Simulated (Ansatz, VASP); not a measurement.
## One calculation of CuO, two programs

INCAR

```
SYSTEM = CuO
PREC = Accurate
ENCUT = 520
EDIFF = 1E-6
ISMEAR = 0
SIGMA = 0.05
LREAL = .False.
LASPH = .True.
NELM = 80
ALGO = Normal
ISIF = 2
LWAVE = .False.
LCHARG = .False.
GGA = PS
NBANDS = 25
```

KPOINTS

```
regular mesh
0
Gamma
  8 8 4
  0 0 0
```

Contents of POSCAR:

```
CuO
1.0
    2.3446500000     -1.7134000000      0.0000000000
    2.3446500000      1.7134000000      0.0000000000
   -0.8605500000      0.0000000000      5.0594400000
Cu O
2 2
Direct
    0.0032000000      0.4968000000      0.0000000000
    0.4968000000      0.0032000000      0.5000000000
    0.5714000000      0.4056000000      0.2537000000
    0.4056000000      0.5714000000      0.7537000000
```

Input for Ansatz:

```yaml
crystal:
  lattice:
    - [2.34465, -1.7134, 0.0]
    - [2.34465, 1.7134, 0.0]
    - [-0.86055, 0.0, 5.05944]
  atoms:
    - { symbol: Cu, position: [0.0032, 0.4968, 0.0] }
    - { symbol: Cu, position: [0.4968, 0.0032, 0.5] }
    - { symbol: O, position: [0.5714, 0.4056, 0.2537] }
    - { symbol: O, position: [0.4056, 0.5714, 0.7537] }
basis:
  ecutwfc: 420
kpoints:
  mp_grid: { grid: [8, 8, 4] }
hamiltonian:
  xc: pbesol
scf:
  occupations: { method: gaussian, width: 0.05 }
output:
  forces: true
  stress: true
  eigenvalues: true
```

Alike in both runs: task single point; functional PBEsol; k mesh 8 × 8 × 4; occupations gaussian, width 0.05 eV; no spin polarisation.

```csv
,VASP,Ansatz
version,VASP 6.6.1,Ansatz 0.2.0
potentials or method,"VASP PAW PBE potentials, release 64 (Cu, O), cutoff 520 eV","scalar-relativistic, plane waves, PAW"
valence electrons in the cell,34,50
```

|  | VASP | Ansatz | Ansatz less VASP |
| --- | --- | --- | --- |
| gap on the k mesh at the Fermi level (eV) | none | none | - |
| pressure (GPa) | -2.1 | -2.7 | -0.64 |
| traceless stress, the component that is largest in VASP (GPa) | 1.90 | 2.27 | +0.375 |
| rms of the force components (eV/Å) | 0.432 | 0.424 | -0.0072 |

VASP's potentials were made for PBE, not for PBEsol. Atom by atom the forces differ by 0.022 eV/Å (rms over components). A gap of «none» marks a metal or a gap that the smearing closes. VASP's potentials hold 34 valence electrons a cell and Ansatz's 50, so a difference there can come from the potentials and not from the codes.
